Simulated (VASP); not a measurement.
# CoPtO2 (R-3m) in VASP: single point with PBE

Aim: the single point of CoPtO2 with PBE.

Program: VASP 6.6.1. These are calculated values, not measurements. Logs are shortened: lines on timing, memory, paths and dates and some standing lists are left out, and cuts for length are marked.

## 1. The cell of the first run

It takes space group R-3m (No. 166, trigonal). The conventional cell has a = 2.820 Å, b = 2.820 Å, c = 17.808 Å, α = 90.00°, β = 90.00°, γ = 120.00°. Co (site symmetry -3m) has 6 O at 1.89 Å within 2.5 Å. Within 2.6 Å of Pt (site symmetry -3m) lie 2 O at 2.00 Å. O (site symmetry 3m) has 3 Co at 1.89 Å and 1 Pt at 2.00 Å and 3 O at 2.53 Å within 2.6 Å.

## 2. Single point, PBE

Input file INCAR:

```
PREC = Accurate
ENCUT = 520
EDIFF = 1E-6
ISMEAR = 0
SIGMA = 0.03
LREAL = False
LASPH = True
NELM = 60
ALGO = Normal
ISIF = 2
LWAVE = False
LCHARG = True
GGA = PE
LELF = True
LVHAR = True
NBANDS = 24
```

Input file KPOINTS:

```
Automatic mesh
0
Gamma
  14 14 14
```

Input file POSCAR:

```
CoPtO2
1.0
    1.4100000000      0.8140638796      5.9360000000
   -1.4100000000      0.8140638796      5.9360000000
    0.0000000000     -1.6281277591      5.9360000000
Co Pt O
1 1 2
Direct
    0.5000000000      0.5000000000      0.5000000000
    0.0000000000      0.0000000000      0.0000000000
    0.8877559700      0.8877559700      0.8877559700
    0.1122440300      0.1122440300      0.1122440300
```

Potentials or basis: VASP PAW PBE potentials, release 64 (Co, Pt, O).

The run is started by

```
> cat potpaw_PBE.64/Co/POTCAR potpaw_PBE.64/Pt/POTCAR potpaw_PBE.64/O/POTCAR > POTCAR
> mpirun -np 1 vasp_std > vasp.out
```

OUTCAR:

```text
PREC = Accurate
   ENCUT = 520
   EDIFF = 1E-6
   ISMEAR = 0
   LREAL = False
   LASPH = True
   NELM = 60
   ISIF = 2
   GGA = PE

 ion  position               nearest neighbor table
   1  0.500  0.500  0.500-   4 1.89   4 1.89   3 1.89   3 1.89   4 1.89   3 1.89
   2  0.000  0.000  0.000-   3 2.00   4 2.00
   3  0.888  0.888  0.888-   1 1.89   1 1.89   1 1.89   2 2.00
   4  0.112  0.112  0.112-   1 1.89   1 1.89   1 1.89   2 2.00

  LATTYP: Found a trigonal (rhomboedric) cell.
 ALAT       =     6.1552332206
 COS(alpha) =     0.8950507848

  Lattice vectors:

 A1 = (   1.4100000000,   0.8140638796,   5.9360000000)
 A2 = (  -1.4100000000,   0.8140638796,   5.9360000000)
 A3 = (   0.0000000000,  -1.6281277591,   5.9360000000)

Analysis of symmetry for initial positions (statically):
=====================================================================
 Subroutine PRICEL returns:
 Original cell was already a primitive cell.

 Routine SETGRP: Setting up the symmetry group for a
 trigonal (rhombohedral) supercell.

 Subroutine GETGRP returns: Found 12 space group operations
 (whereof 12 operations were pure point group operations)
 out of a pool of 12 trial point group operations.

The static configuration has the point symmetry D_3d.

Analysis of symmetry for dynamics (positions and initial velocities):
=====================================================================
 Subroutine PRICEL returns:
 Original cell was already a primitive cell.

 Routine SETGRP: Setting up the symmetry group for a
 trigonal (rhombohedral) supercell.

 Subroutine GETGRP returns: Found 12 space group operations
 (whereof 12 operations were pure point group operations)
 out of a pool of 12 trial point group operations.

The dynamic configuration has the point symmetry D_3d.

 Subroutine INISYM returns: Found 12 space group operations
 (whereof 12 operations are pure point group operations),
 and found     1 'primitive' translations

----------------------------------------------------------------------------------------

                                     Primitive cell

  volume of cell :      40.8811

  direct lattice vectors                    reciprocal lattice vectors
     1.410000000  0.814063880  5.936000000     0.354609929  0.204734138  0.056154537
    -1.410000000  0.814063880  5.936000000    -0.354609929  0.204734138  0.056154537
     0.000000000 -1.628127759  5.936000000     0.000000000 -0.409468276  0.056154537

  length of vectors
     6.155233221  6.155233221  6.155233221     0.413300860  0.413300860  0.413300860

  position of ions in fractional coordinates (direct lattice)
     0.500000000  0.500000000  0.500000000
     0.000000000  0.000000000  0.000000000
     0.887755970  0.887755970  0.887755970
     0.112244030  0.112244030  0.112244030

  ion indices of the primitive-cell ions
   primitive index   ion index
                 1           1
                 2           2
                 3           3
                 4           4

----------------------------------------------------------------------------------------

 KPOINTS: Automatic mesh

Automatic generation of k-mesh.
 Grid dimensions read from file:
 generate k-points for:   14   14   14

 Generating k-lattice:

  Cartesian coordinates                     Fractional coordinates (reciprocal lattice)
     0.025329281  0.014623867  0.004011038     0.071428571  0.000000000 -0.000000000
    -0.025329281  0.014623867  0.004011038     0.000000000  0.071428571 -0.000000000
     0.000000000 -0.029247734  0.004011038     0.000000000  0.000000000  0.071428571

  Length of vectors
     0.029521490  0.029521490  0.029521490

  Shift w.r.t. Gamma in fractional coordinates (k-lattice)
     0.000000000  0.000000000  0.000000000

 Subroutine IBZKPT returns following result:
 ===========================================

 Found    288 irreducible k-points:

 Following reciprocal coordinates:
            Coordinates               Weight
  0.000000  0.000000  0.000000      1.000000
  0.071429  0.000000  0.000000      6.000000
  0.142857  0.000000  0.000000      6.000000
  0.214286  0.000000 -0.000000      6.000000
  0.285714  0.000000  0.000000      6.000000
  0.357143  0.000000  0.000000      6.000000
[... 16 lines left out ...]
  0.214286  0.142857  0.000000     12.000000
  0.285714  0.142857  0.000000     12.000000
 [... further k-points ...]
   k-points           NKPTS =    288   k-points in BZ     NKDIM =    288   number of bands    NBANDS=     24
   number of dos      NEDOS =    301   number of ions     NIONS =      4
   total plane-waves  NPLWV = 110592
   dimension x,y,z NGX =    48 NGY =   48 NGZ =   48
   dimension x,y,z NGXF=    96 NGYF=   96 NGZF=   96
   ions per type =               1   1   2
   NGX,Y,Z   is equivalent  to a cutoff of  12.96, 12.96, 12.96 a.u.
   NGXF,Y,Z  is equivalent  to a cutoff of  25.93, 25.93, 25.93 a.u.
 SYSTEM =  unknown system
   PREC   = accura    normal or accurate (medium, high low for compatibility)
   ISTART =      0    job   : 0-new  1-cont  2-samecut
   ICHARG =      2    charge: 1-file 2-atom 10-const
   ISPIN  =      1    spin polarized calculation?
   LNONCOLLINEAR =      F non collinear calculations
   LSORBIT =      F    spin-orbit coupling
   LASPH  =      T    aspherical Exc in radial PAW
   ENCUT  =  520.0 eV  38.22 Ry    6.18 a.u.  11.44 11.44 11.44*2*pi/ulx,y,z
   NELM   =     60;   NELMIN=  2; NELMDL= -5     # of ELM steps
   EDIFF  = 0.1E-05   stopping-criterion for ELM
   LREAL  =      F    real-space projection
[... 7 lines left out ...]
   TEBEG  =    0.0;   TEEND  =   0.0 temperature during run
   PSTRESS=    0.0 pullay stress
   NELECT =      31.0000    total number of electrons
   NUPDOWN=      -1.0000    fix difference up-down
   EMIN   =  10.00;   EMAX   =-10.00  energy-range for DOS
   EFERMI =   0.00;   METHOD = LEGACY
   ISMEAR =     0;   SIGMA  =   0.03  broadening in eV -4-tet -1-fermi 0-gaus
   EFERMI_NEDOS =   21; number of points for ismear=-14 and -15
   IALGO  =     38    algorithm
   IMIX   =      4    mixing-type and parameters
     AMIX     =   0.40;   BMIX     =  1.00
     AMIX_MAG =   1.60;   BMIX_MAG =  1.00
  volume/ion in A,a.u.               =      10.22        68.97
  Fermi-wavevector in a.u.,A,eV,Ry     =   1.492867  2.821110 30.322654  2.228652
  Thomas-Fermi vector in A             =   2.605340
   LORBIT       =      0    0 simple, 1 ext, 2 COOP (PROOUT), +10 PAW based schemes
   GGA     = PE    functional components
   LHFCALC =     F    Hartree Fock is set to
   AEXX    =    0.0000 exact exchange contribution
   IVDW    =     0    specifies the selected vdW correction
   LEPSILON=     F    determine dielectric tensor
   LRPA    =     F    only Hartree local field effects (RPA)
 non-spin polarized calculation
 Gauss-broadening in eV      SIGMA  =   0.03
  energy-cutoff  :      520.00
  volume of cell :       40.88
 maximum number of plane-waves:      1118
 NGX is ok and might be reduce to    48
   NGX = 23   NGY = 23   NGZ = 23

 number of electron      30.9999999 magnetization

 Free energy of the ion-electron system (eV)
  ---------------------------------------------------
  ext. energy  EPLUGINS =         0.00000000
  ---------------------------------------------------
  free energy    TOTEN  =       -26.42466790 eV

  energy without entropy =      -26.42427983  energy(sigma->0) =      -26.42447386

 E-fermi :   8.9803     XC(G=0): -12.7069

 val. band max:        8.9761207948   @ k =  -0.2143  -0.2857   0.1429
 cond. band min:       8.9908393028   @ k =   0.5000   0.5000  -0.0000
 fundamental gap:      0.0147185080
 Fermi energy:         8.9802813605

 k-point     1 :       0.0000    0.0000    0.0000
  band No.  band energies     occupation
      1     -12.8313      2.00000
      2     -10.9185      2.00000
      3      -0.8925      2.00000
      4       1.6840      2.00000
      5       2.2717      2.00000
      6       2.2717      2.00000
[... 16 lines left out ...]
     23      24.4469      0.00000
     24      26.2635      0.00000

 k-point     2 :       0.0714    0.0000    0.0000
  band No.  band energies     occupation
      1     -12.7715      2.00000
      2     -10.9129      2.00000
      3      -0.8144      2.00000
      4       1.8308      2.00000
      5       2.0883      2.00000
      6       2.3002      2.00000
[... 16 lines left out ...]
     23      24.5831      0.00000
     24      25.5952      0.00000

 k-point     3 :       0.1429    0.0000    0.0000
  band No.  band energies     occupation
      1     -12.5989      2.00000
      2     -10.8987      2.00000
      3      -0.5972      2.00000
      4       1.7053      2.00000
      5       2.2260      2.00000
      6       2.3806      2.00000
[... 16 lines left out ...]
     23      24.2963      0.00000
     24      24.5538      0.00000

 k-point     4 :       0.2143    0.0000   -0.0000
  band No.  band energies     occupation
      1     -12.3349      2.00000
      2     -10.8827      2.00000
      3      -0.2858      2.00000
      4       1.3265      2.00000
      5       2.4974      2.00000
      6       2.5864      2.00000
[... 16 lines left out ...]
     23      23.1371      0.00000
     24      23.3594      0.00000

 k-point     5 :       0.2857    0.0000    0.0000
  band No.  band energies     occupation
      1     -12.0156      2.00000
      2     -10.8760      2.00000
      3       0.0519      2.00000
      4       1.0246      2.00000
      5       2.3180      2.00000
      6       2.6294      2.00000
[... 451 lines left out ...]
 k-point    22 :       0.1429    0.1429    0.0000
  band No.  band energies     occupation
      1     -12.5870      2.00000
      2     -10.9182      2.00000
      3      -0.5444      2.00000
      4       1.7046      2.00000
      5       2.2480      2.00000
      6       2.3748      2.00000
[... 16 lines left out ...]
     23      24.2353      0.00000
     24      24.5469      0.00000

 k-point    23 :       0.2143    0.1429    0.0000
  band No.  band energies     occupation
      1     -12.4199      2.00000
      2     -10.9143      2.00000
      3      -0.3347      2.00000
      4       1.4804      2.00000
      5       2.3976      2.00000
      6       2.5712      2.00000
[... 16 lines left out ...]
     23      23.5074      0.00000
     24      24.0172      0.00000

 k-point    24 :       0.2857    0.1429    0.0000
  band No.  band energies     occupation
      1     -12.1688      2.00000
      2     -10.9074      2.00000
      3      -0.0537      2.00000
      4       1.2669      2.00000
      5       2.3516      2.00000
      6       2.7505      2.00000
[... 16 lines left out ...]
     23      22.7418      0.00000
     24      23.2941      0.00000

 [... further k-points ...]
[... 5 lines left out ...]
  --------------------------------------------------------------------------------------
  -------------------------------------------------------------------------------------
  Total        1.8598259      1.8598259      1.9625089      0.0000000      0.0000000      0.0000000
  in kB       72.8886898     72.8886898     76.9129505      0.0000000      0.0000000      0.0000000
  external PRESSURE =      74.2301100 kB  Pullay stress =       0.0000000 kB

 VOLUME and BASIS-vectors are now :
 -----------------------------------------------------------------------------
  energy-cutoff  :      520.00
  volume of cell :       40.88
      direct lattice vectors                 reciprocal lattice vectors
     1.410000000  0.814063880  5.936000000     0.354609929  0.204734138  0.056154537
    -1.410000000  0.814063880  5.936000000    -0.354609929  0.204734138  0.056154537
     0.000000000 -1.628127759  5.936000000     0.000000000 -0.409468276  0.056154537

 POSITION                                       TOTAL-FORCE (eV/Angst)
 -----------------------------------------------------------------------------------
      0.00000      0.00000      8.90400         0.000000     -0.000000      0.000000
      0.00000      0.00000      0.00000         0.000000     -0.000000     -0.000000
      0.00000      0.00000     15.80916         0.000000      0.000000      0.097659
      0.00000      0.00000      1.99884         0.000000     -0.000000     -0.097659
 -----------------------------------------------------------------------------------
    total drift:                                0.000000      0.000000     -0.000000

  FREE ENERGIE OF THE ION-ELECTRON SYSTEM (eV)
  ---------------------------------------------------
  free  energy   TOTEN  =       -26.4246679006 eV

  energy  without entropy=      -26.4242798258  energy(sigma->0) =      -26.42447386
```

Run time: 29 min. Hardware: 1 thread of Intel Xeon 8259CL, shared host; peak memory 0.55 GiB.

Results:

```
Free energy            : -26.4247 eV
Pressure               : 7.4 GPa
Largest force          : 0.098 eV/Å
Band gap on the k mesh : zero (an odd number of electrons rules out a gap without spin polarisation)
```

Forces in eV/Å, atoms in the order of the input:
```
Co   0.000  0.000  0.000
Pt   0.000  0.000  0.000
O    0.000  0.000  0.098
O    0.000  0.000 -0.098
```

Stress tensor (GPa, compression positive):
```
7.29 0.00 0.00
0.00 7.29 0.00
0.00 0.00 7.69
```

Caveat: the cell stands under pressure; spin-orbit coupling is left out, which moves the levels of the heavy elements; an odd number of electrons without spin polarisation forces a metal; a magnetic or distorted state may lie lower; the run has no spin polarisation, though such a crystal can be magnetic; semilocal functionals often make such compounds metallic where correlation or magnetic order opens a gap, which also shifts bond lengths.
